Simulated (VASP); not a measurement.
Runs of VASP 6.6.1 on Sn. The structure is that of space group I4/mmm (No. 139), or close to it. The cells are those of the table. 

| task | level | potentials or basis | cell | gap on the mesh (eV) | pressure (GPa) |
| --- | --- | --- | --- | --- | --- |
| electric field gradients | LDA | VASP PAW LDA potentials, release 64 (Sn_d) | a = 3.271 Å, angles 104.5, 104.5, 119.9°, 1 atom | none | -1.2 |
| single point | PBEsol | VASP PAW PBE potentials, release 64 (Sn_d) | a = 3.316 Å, angles 104.5, 104.5, 119.9°, 1 atom | none | -1.9 |
| single point | PBE | VASP PAW PBE potentials, release 64 (Sn_d) | a = 3.316 Å, angles 104.5, 104.5, 119.9°, 1 atom | none | 1.0 |
| single point | LDA | VASP PAW LDA potentials, release 64 (Sn_d) | a = 3.271 Å, angles 104.5, 104.5, 119.9°, 1 atom | none | -1.2 |
| electric field gradients | PBEsol | VASP PAW PBE potentials, release 64 (Sn_d) | a = 3.359 Å, angles 104.5, 104.5, 119.9°, 1 atom | none | -3.5 |
| single point | PBEsol | VASP PAW PBE potentials, release 64 (Sn_d) | a = 3.359 Å, angles 104.5, 104.5, 119.9°, 1 atom | none | (a) |

Alike in all rows: no spin polarisation; k mesh 16 × 16 × 16; cutoff (eV) 520; smearing fermi-dirac 0.05 eV.

Task: Estimate the missing entries.

Result: (a) -3.6.

Caveats: spin-orbit coupling is left out, which moves the levels of the heavy elements; the PAW data sets were made with another functional, which shifts forces and pressure a little (at least some runs); the cell stands under tension (at least some runs).

A k mesh can miss the band edges, and the runs leave out spin-orbit coupling on Sn.

A gap of «none» marks levels without a gap at the run's occupations.
